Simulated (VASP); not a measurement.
Ni:

```
Ni
1.0
     0.00000    1.70472    1.70472
     1.70472    0.00000    1.70472
     1.70472    1.70472    0.00000
Ni
1
Direct
  0.00000 0.00000 0.00000
```

```yaml
Program: VASP 6.6.1
Task: relaxation of cell and atoms
Functional: r2SCAN
Potentials_or_basis: VASP PAW PBE potentials, release 64 (Ni)
Cutoff: 600 eV
k_mesh: 9 × 9 × 9
Occupations: methfessel-paxton, width 0.0173 eV
Spin: no spin polarisation
```

At the start: pressure 12.1 GPa; volume 9.91 Å³/atom.

Question: Where does the relaxation end?

Answer: Over 3 steps the energy falls by 16.9 meV/atom and the volume is 10.39 Å³/atom (+4.8 %); space group Fm-3m (No. 225, to 0.05 Å).

Step by step:
```
step  energy change (eV)  largest force (eV/Å)  pressure (GPa)  volume (Å³)
   1              0.0000                0.0000           12.09         9.91
   2              0.0081                0.0000          -11.79        11.02
   3             -0.0169                0.0000           -0.05        10.39
```

Final structure:
```yaml
crystal:
  lattice:
    - [0.00001, 1.73173, 1.73173]
    - [1.73173, 0.00001, 1.73173]
    - [1.73173, 1.73173, 0.00001]
  atoms:
    - { symbol: Ni, position: [0.00000, 0.00000, 0.00000] }
```

Caveat: the PAW data sets were made with another functional, which shifts forces and pressure a little; the run has no spin polarisation, though such a crystal can be magnetic.
